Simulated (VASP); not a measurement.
**TaAs: single point with PBE**

TaAs:

```
Ta As
1.0
     0.00000    2.63560    2.63560
     2.63560    0.00000    2.63560
     2.63560    2.63560    0.00000
Ta As
1 1
Direct
  0.50000 0.50000 0.50000
  0.00000 0.00000 0.00000
```

| Quantity | Value |
| --- | --- |
| Program | VASP 6.6.1 |
| Task | single point |
| Functional | PBE |
| Potentials or basis | VASP PAW PBE potentials, release 64 (Ta_pv, As) |
| Cutoff | 500 eV |
| k mesh | 12 × 12 × 12 |
| Occupations | gaussian, width 0.05 eV |
| Spin | no spin polarisation |

- Pressure: -0.1 GPa
- Band gap on the k mesh: zero (bands 8 and 9 overlap by 2.16 eV)

Levels at points of the mesh, in eV from the Fermi level:
```csv
k point,band 6,band 7,band 8,band 9,band 10,band 11
"(0.00, 0.00, 0.00)",-1.60,-1.60,-0.89,-0.89,-0.47,-0.47
"(0.50, 0.00, 0.00)",-4.67,-4.67,0.83,0.83,1.29,2.78
"(0.50, 0.50, 0.00)",-3.52,-2.49,-2.49,0.21,0.97,1.62
```

Run time: 58 s on 1 thread of Intel Xeon 8259CL (shared host), peak memory 0.18 GiB.

Caveat: spin-orbit coupling is left out, which moves the levels of the heavy elements.
